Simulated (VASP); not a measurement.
Sn4Se: single point with PBE

Crystal: Sn4Se.

```
CELL_PARAMETERS angstrom
0.00000 5.43594 5.43594
5.43594 0.00000 5.43594
5.43594 5.43594 0.00000
ATOMIC_POSITIONS crystal
Sn 0.35454 0.35454 0.35454
Sn 0.35454 0.35454 0.93637
Sn 0.35454 0.93637 0.35454
Sn 0.93637 0.35454 0.35454
Sn 0.89546 0.89546 0.31363
Sn 0.89546 0.89546 0.89546
Sn 0.89546 0.31363 0.89546
Sn 0.31363 0.89546 0.89546
Se 0.75000 0.75000 0.75000
Se 0.50000 0.50000 0.50000
```

| Item | Value |
| --- | --- |
| Program | VASP 6.6.1 |
| Task | single point |
| Functional | PBE |
| Potentials or basis | VASP PAW PBE potentials, release 64 (Sn_d, Se) |
| Cutoff | 520 eV |
| k mesh | 4 × 4 × 4 |
| Occupations | gaussian, width 0.1 eV |
| Spin | no spin polarisation |

The pressure is -0.2 GPa, the largest force is 0.023 eV/Å and the band gap on the k mesh is zero (band 62 reaches 5.56 eV, above the bottom of band 63 at 5.28 eV).

Forces in eV/Å, atoms in the order of the input:
```
Sn   0.013  0.013  0.013
Sn  -0.013 -0.013  0.013
Sn  -0.013  0.013 -0.013
Sn   0.013 -0.013 -0.013
Sn   0.013  0.013 -0.013
Sn  -0.013 -0.013 -0.013
Sn   0.013 -0.013  0.013
Sn  -0.013  0.013  0.013
Se   0.000  0.000  0.000
Se   0.000  0.000  0.000
```

Levels at points of the mesh, in eV from the Fermi level:
```
           k point  band 59  band 60  band 61  band 62  band 63  band 64  band 65  band 66
(0.00, 0.00, 0.00)    -1.30     0.24     0.24     0.24     0.57     1.88     1.88     1.88
(0.50, 0.00, 0.00)    -0.75    -0.63    -0.63    -0.52     0.51     0.51     0.90     0.99
(0.50, 0.50, 0.00)    -1.08    -1.08    -1.01    -1.01     0.70     0.70     1.01     1.01
```

Wall time 2.2 min on 1 thread of Intel(R) Xeon(R) 6975P-C (Granite Rapids) (shared host), peak memory 0.55 GiB.

Caveat: spin-orbit coupling is left out, which moves the levels of the heavy elements.
